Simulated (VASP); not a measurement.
# BeTlMo (P4/nmm) in VASP: a series of runs, part 2 of 3

VASP 6.6.1. Earlier steps stand in the parts before.

## 3. Single point, PBE

This run uses another cell than the first one, of 17.28 Å³/atom.

Input file INCAR:

```
SYSTEM = BeTlMo
PREC = Accurate ; ENCUT = 520
EDIFF = 1E-7 ; ISMEAR = 0
SIGMA = 0.1 ; LREAL = .False.
LASPH = .True. ; NELM = 100
ALGO = Fast ; ISIF = 2
LWAVE = .False. ; LCHARG = .False.
GGA = PE ; NBANDS = 38
```

Input file KPOINTS:

```
regular mesh
0
Gamma
  6 6 4
  0 0 0
```

Input file POSCAR:

```
BeTlMo
1.0
    3.9043772411      0.0000000000      0.0000000000
    0.0000000000      3.9043772411      0.0000000000
    0.0000000000      0.0000000000      6.8006656782
Be Tl Mo
2 2 2
Direct
    0.0000000000      0.5000000000      0.3510000000
    0.5000000000      0.0000000000      0.6490000000
    0.0000000000      0.0000000000      0.0000000000
    0.5000000000      0.5000000000      0.0000000000
    0.0000000000      0.5000000000      0.7270000000
    0.5000000000      0.0000000000      0.2730000000
```

Potentials or basis: VASP PAW PBE potentials, release 64 (Be, Tl_d, Mo_sv).

Command:

```
$ cat potpaw_PBE.64/Be/POTCAR potpaw_PBE.64/Tl_d/POTCAR potpaw_PBE.64/Mo_sv/POTCAR > POTCAR
$ mpirun -np 1 vasp_std > vasp.out
```

OUTCAR:

```text
SYSTEM = BeTlMo
   PREC = Accurate
   ENCUT = 520
   EDIFF = 1E-7
   ISMEAR = 0
   LREAL = .False.
   LASPH = .True.
   NELM = 100
   ISIF = 2
   GGA = PE

 ion  position               nearest neighbor table
   1  0.000  0.500  0.351-   5 2.56   6 2.81   6 2.81   6 2.81   6 2.81   3 3.08   4 3.08   4 3.08
                             3 3.08
   2  0.500  0.000  0.649-   6 2.56   5 2.81   5 2.81   5 2.81   5 2.81   3 3.08   3 3.08   4 3.08
                             4 3.08
   3  0.000  0.000  0.000-   5 2.69   6 2.69   5 2.69   6 2.69   4 2.76   4 2.76   4 2.76   4 2.76
                             2 3.08   1 3.08   2 3.08   1 3.08
   4  0.500  0.500  0.000-   5 2.69   6 2.69   6 2.69   5 2.69   3 2.76   3 2.76   3 2.76   3 2.76
                             1 3.08   2 3.08   2 3.08   1 3.08
   5  0.000  0.500  0.727-   1 2.56   3 2.69   4 2.69   3 2.69   4 2.69   2 2.81   2 2.81   2 2.81
                             2 2.81
   6  0.500  0.000  0.273-   2 2.56   3 2.69   4 2.69   4 2.69   3 2.69   1 2.81   1 2.81   1 2.81
                             1 2.81

  LATTYP: Found a simple tetragonal cell.
 ALAT       =     3.9043772411
 C/A-ratio  =     1.7418054809

  Lattice vectors:

 A1 = (   3.9043772411,   0.0000000000,   0.0000000000)
 A2 = (   0.0000000000,   3.9043772411,   0.0000000000)
 A3 = (   0.0000000000,   0.0000000000,   6.8006656782)

Analysis of symmetry for initial positions (statically):
=====================================================================
 Subroutine PRICEL returns:
 Original cell was already a primitive cell.

 Routine SETGRP: Setting up the symmetry group for a
 simple tetragonal supercell.

 Subroutine GETGRP returns: Found 16 space group operations
 (whereof  8 operations were pure point group operations)
 out of a pool of 16 trial point group operations.

The static configuration has the point symmetry D_2d.
 The point group associated with its full space group is D_4h.

Analysis of symmetry for dynamics (positions and initial velocities):
=====================================================================
 Subroutine PRICEL returns:
 Original cell was already a primitive cell.

 Routine SETGRP: Setting up the symmetry group for a
 simple tetragonal supercell.

 Subroutine GETGRP returns: Found 16 space group operations
 (whereof  8 operations were pure point group operations)
 out of a pool of 16 trial point group operations.

The dynamic configuration has the point symmetry D_2d.
 The point group associated with its full space group is D_4h.

 Subroutine INISYM returns: Found 16 space group operations
 (whereof  8 operations are pure point group operations),
 and found     1 'primitive' translations

----------------------------------------------------------------------------------------

                                     Primitive cell

  volume of cell :     103.6704

  direct lattice vectors                    reciprocal lattice vectors
     3.904377241  0.000000000  0.000000000     0.256122792  0.000000000  0.000000000
     0.000000000  3.904377241  0.000000000     0.000000000  0.256122792  0.000000000
     0.000000000  0.000000000  6.800665678     0.000000000  0.000000000  0.147044429

  length of vectors
     3.904377241  3.904377241  6.800665678     0.256122792  0.256122792  0.147044429

[... 48 lines left out ...]
  0.500000  0.000000  0.000000      2.000000
  0.166667  0.166667  0.000000      4.000000
  0.333333  0.166667  0.000000      8.000000
[... 16 lines left out ...]
  0.333333  0.000000  0.500000      4.000000
  0.500000  0.000000  0.500000      2.000000
 [... further k-points ...]
   k-points           NKPTS =     30   k-points in BZ     NKDIM =     30   number of bands    NBANDS=     38
   number of dos      NEDOS =    301   number of ions     NIONS =      6
   total plane-waves  NPLWV =  48600
   dimension x,y,z NGX =    30 NGY =   30 NGZ =   54
   dimension x,y,z NGXF=    60 NGYF=   60 NGZF=  108
   ions per type =               2   2   2
   NGX,Y,Z   is equivalent  to a cutoff of  12.77, 12.77, 13.20 a.u.
   NGXF,Y,Z  is equivalent  to a cutoff of  25.55, 25.55, 26.40 a.u.
 SYSTEM =  BeTlMo
   PREC   = accura    normal or accurate (medium, high low for compatibility)
   ISTART =      0    job   : 0-new  1-cont  2-samecut
   ICHARG =      2    charge: 1-file 2-atom 10-const
   ISPIN  =      1    spin polarized calculation?
   LNONCOLLINEAR =      F non collinear calculations
   LSORBIT =      F    spin-orbit coupling
   LASPH  =      T    aspherical Exc in radial PAW
   ENCUT  =  520.0 eV  38.22 Ry    6.18 a.u.   7.26  7.26 12.64*2*pi/ulx,y,z
   NELM   =    100;   NELMIN=  2; NELMDL= -5     # of ELM steps
   EDIFF  = 0.1E-06   stopping-criterion for ELM
   LREAL  =      F    real-space projection
   EDIFFG = 0.1E-05   stopping-criterion for IOM
   NSW    =      0    number of steps for IOM
   IBRION =     -1    ionic relax: 0-MD 1-quasi-New 2-CG
   NFREE  =      0    steps in history (QN), initial steepest desc. (CG)
   ISIF   =      2    stress and relaxation
   ISYM   =      2    0-nonsym 1-usesym 2-fastsym
   POTIM  = 0.5000    time-step for ionic-motion
   TEBEG  =    0.0;   TEEND  =   0.0 temperature during run
   PSTRESS=    0.0 pullay stress
   NELECT =      58.0000    total number of electrons
   NUPDOWN=      -1.0000    fix difference up-down
   EMIN   =  10.00;   EMAX   =-10.00  energy-range for DOS
   EFERMI =   0.00;   METHOD = LEGACY
   ISMEAR =     0;   SIGMA  =   0.10  broadening in eV -4-tet -1-fermi 0-gaus
   EFERMI_NEDOS =   21; number of points for ismear=-14 and -15
   IALGO  =     68    algorithm
   IMIX   =      4    mixing-type and parameters
     AMIX     =   0.40;   BMIX     =  1.00
     AMIX_MAG =   1.60;   BMIX_MAG =  1.00
  volume/ion in A,a.u.               =      17.28       116.60
  Fermi-wavevector in a.u.,A,eV,Ry     =   1.348960  2.549165 24.758439  1.819694
  Thomas-Fermi vector in A             =   2.476586
   LORBIT       =      0    0 simple, 1 ext, 2 COOP (PROOUT), +10 PAW based schemes
   GGA     = PE    functional components
   LHFCALC =     F    Hartree Fock is set to
   AEXX    =    0.0000 exact exchange contribution
   IVDW    =     0    specifies the selected vdW correction
   LEPSILON=     F    determine dielectric tensor
   LRPA    =     F    only Hartree local field effects (RPA)
 non-spin polarized calculation
 RMM-DIIS sequential band-by-band and
 Gauss-broadening in eV      SIGMA  =   0.10
  energy-cutoff  :      520.00
  volume of cell :      103.67
 maximum number of plane-waves:      2840
 NGX is ok and might be reduce to    30
   NGX = 15   NGY = 15   NGZ = 25

 number of electron      57.9999992 magnetization

 Free energy of the ion-electron system (eV)
  ---------------------------------------------------
  ext. energy  EPLUGINS =         0.00000000
  ---------------------------------------------------
  free energy    TOTEN  =       -24.99588236 eV

  energy without entropy =      -24.96825690  energy(sigma->0) =      -24.98206963

 E-fermi :   8.3230     XC(G=0): -11.3309

 val. band max:        8.3220446140   @ k =   0.3333   0.0000   0.5000
 cond. band min:       8.3421786674   @ k =   0.0000   0.0000   0.2500
 fundamental gap:      0.0201340534
 Fermi energy:         8.3229925343

 k-point     1 :       0.0000    0.0000    0.0000
  band No.  band energies     occupation
      1     -52.2890      2.00000
      2     -52.2877      2.00000
      3     -26.4407      2.00000
      4     -26.4407      2.00000
      5     -26.4393      2.00000
      6     -26.4393      2.00000
[... 973 lines left out ...]
     37      13.7966      0.00000
     38      13.7969      0.00000

 [... further k-points ...]

------------------------ aborting loop because EDIFF is reached ----------------------------------------

  FORCE on cell =-STRESS in cart. coord.  units (eV):
  Direction    XX          YY          ZZ          XY          YZ          ZX
  --------------------------------------------------------------------------------------
  -------------------------------------------------------------------------------------
  Total        7.1827925      7.1827925      9.3833120      0.0000000     -0.0000000      0.0000000
  in kB      111.0066337    111.0066337    145.0146126      0.0000000     -0.0000000      0.0000000
  external PRESSURE =     122.3426266 kB  Pullay stress =       0.0000000 kB

 VOLUME and BASIS-vectors are now :
 -----------------------------------------------------------------------------
  energy-cutoff  :      520.00
  volume of cell :      103.67
      direct lattice vectors                 reciprocal lattice vectors
     3.904377241  0.000000000  0.000000000     0.256122792  0.000000000  0.000000000
     0.000000000  3.904377241  0.000000000     0.000000000  0.256122792  0.000000000
     0.000000000  0.000000000  6.800665678     0.000000000  0.000000000  0.147044429

 POSITION                                       TOTAL-FORCE (eV/Angst)
 -----------------------------------------------------------------------------------
      0.00000      1.95219      2.38703         0.000000      0.000000      0.273959
      1.95219      0.00000      4.41363         0.000000     -0.000000     -0.273959
      0.00000      0.00000      0.00000         0.000000      0.000000      0.000000
      1.95219      1.95219      0.00000         0.000000     -0.000000      0.000000
      0.00000      1.95219      4.94408         0.000000     -0.000000     -6.048697
      1.95219      0.00000      1.85658         0.000000     -0.000000      6.048697
 -----------------------------------------------------------------------------------
    total drift:                                0.000000      0.000000     -0.000000

  FREE ENERGIE OF THE ION-ELECTRON SYSTEM (eV)
  ---------------------------------------------------
  free  energy   TOTEN  =       -24.9958823603 eV

  energy  without entropy=      -24.9682569028  energy(sigma->0) =      -24.98206963
```

Run time: 2 min. Hardware: 1 thread of Oxide Virtual Turin-like, shared host; peak memory 0.24 GiB.

What came out:

* Free energy: -24.9959 eV
* Pressure: 12.2 GPa
* Largest force: 6.049 eV/Å
* Band gap on the k mesh: zero (bands 29 and 30 overlap by 1.28 eV)

Forces in eV/Å, atoms in the order of the input:
```
Be   0.000  0.000  0.274
Be   0.000  0.000 -0.274
Tl   0.000  0.000  0.000
Tl   0.000  0.000  0.000
Mo   0.000  0.000 -6.049
Mo   0.000  0.000  6.049
```

Caveat: the cell stands under pressure; spin-orbit coupling is left out, which moves the levels of the heavy elements; forces of over 1 eV/Å act on the atoms, so gaps and moduli don't describe the material at rest.

## 4. Relaxation of cell and atoms, PBE

This run uses another cell than the first one, of 17.28 Å³/atom.

Input file INCAR:

```
SYSTEM = BeTlMo
ALGO = Normal
EDIFF = 1E-6
EDIFFG = -0.04
ENCUT = 600
GGA = PE
IBRION = 2
ISIF = 3
ISMEAR = 0
LASPH = .TRUE.
LCHARG = .FALSE.
LREAL = .FALSE.
LWAVE = .FALSE.
NELM = 80
NSW = 90
PREC = Accurate
SIGMA = 0.1
```

Input file KPOINTS:

```
k-points
0
G
  4 4 4
  0 0 0
```

POSCAR is that of step 3.

Command:

```
$ cat potpaw_PBE.64/Be/POTCAR potpaw_PBE.64/Tl_d/POTCAR potpaw_PBE.64/Mo_sv/POTCAR > POTCAR
$ mpirun -np 1 vasp_std > vasp.out
```

Run time: 9.9 min. Hardware: 1 thread of Oxide Virtual Turin-like, shared host; peak memory 0.25 GiB.

The run converged. Its results:

* Free energy: -27.9972 eV
* Relaxed volume: 16.65 Å³/atom
* Relaxed cell: a = 3.864 Å, b = 3.864 Å, c = 6.689 Å, α = 90.00°, β = 90.00°, γ = 90.00°
* Space group after relaxing (to 0.1 Å): P4/nmm (No. 129)
* Energy gained by relaxing: 501.4 meV/atom
* Ionic steps: 13
* Pressure after relaxing: 0.1 GPa
* Largest force after relaxing: 0.024 eV/Å
* Band gap on the k mesh: zero (bands 29 and 30 overlap by 1.10 eV)

Forces in eV/Å, atoms in the order of the input:
```
Be   0.000  0.000 -0.024
Be   0.000  0.000  0.024
Tl   0.000  0.000  0.000
Tl   0.000  0.000  0.000
Mo   0.000  0.000  0.008
Mo   0.000  0.000 -0.008
```

Stress tensor (GPa, compression positive):
```
-0.04  0.00  0.00
 0.00 -0.04  0.00
 0.00  0.00  0.26
```

Step by step:
```
step  energy change (eV)  largest force (eV/Å)  pressure (GPa)  volume (Å³)
   1              0.0000                5.9381           12.30       103.67
   2             -1.3524                1.0382          -13.22       124.86
   3             -1.5730                2.0092           -9.18       118.10
   4             -2.5378                0.9685           -3.83       107.34
   5             -2.6079                1.4678           -0.88       104.17
   6             -2.7701                0.8339            0.90       101.58
   7             -2.7937                0.5114            2.25       100.13
   8             -2.9114                0.3393           -0.54       101.57
   9             -2.9460                0.3332           -2.98       103.02
  10             -3.0013                0.1093            0.88        99.14
  11             -3.0052                0.1798            0.03        99.89
  12             -3.0080                0.0517            0.02        99.88
  13             -3.0083                0.0237            0.06        99.88
```

Final structure:
```
Be Tl Mo
1.0
     3.86422    0.00000    0.00000
     0.00000    3.86422    0.00000
     0.00000    0.00000    6.68885
Be Tl Mo
2 2 2
Direct
  0.00000 0.50000 0.31082
  0.50000 0.00000 0.68918
  0.00000 0.00000 0.00000
  0.50000 0.50000 0.00000
  0.00000 0.50000 0.64660
  0.50000 0.00000 0.35340
```

Levels at points of the mesh, in eV from the Fermi level:
```tsv
k point	band 25	band 26	band 27	band 28	band 29	band 30	band 31	band 32	band 33	band 34
(0.00, 0.00, 0.00)	-1.94	-1.20	-0.66	-0.46	-0.16	-0.16	-0.12	-0.12	0.37	1.03
(0.50, 0.00, 0.00)	-1.97	-1.97	-1.18	-1.18	-0.06	-0.06	0.43	0.43	1.77	1.77
(0.50, 0.50, 0.00)	-2.53	-2.53	-2.04	-2.04	-0.24	-0.24	0.64	0.64	2.49	2.49
(0.00, 0.00, 0.50)	-1.88	-1.75	-0.88	-0.88	-0.70	-0.39	0.42	1.70	2.24	2.24
(0.50, 0.00, 0.50)	-2.17	-2.17	-1.38	-1.38	0.35	0.35	0.63	0.63	2.88	2.88
(0.50, 0.50, 0.50)	-2.50	-2.50	-2.04	-2.04	0.51	0.51	0.65	0.65	1.03	1.03
```

Caveat: the k points lie up to 0.41 Å⁻¹ apart in the final cell, too coarse for converged energies and pressures of a metal; spin-orbit coupling is left out, which moves the levels of the heavy elements.

(Continued in part 3 of 3.)

The gap in the log of VASP goes by the Fermi energy; the results here count the filled bands.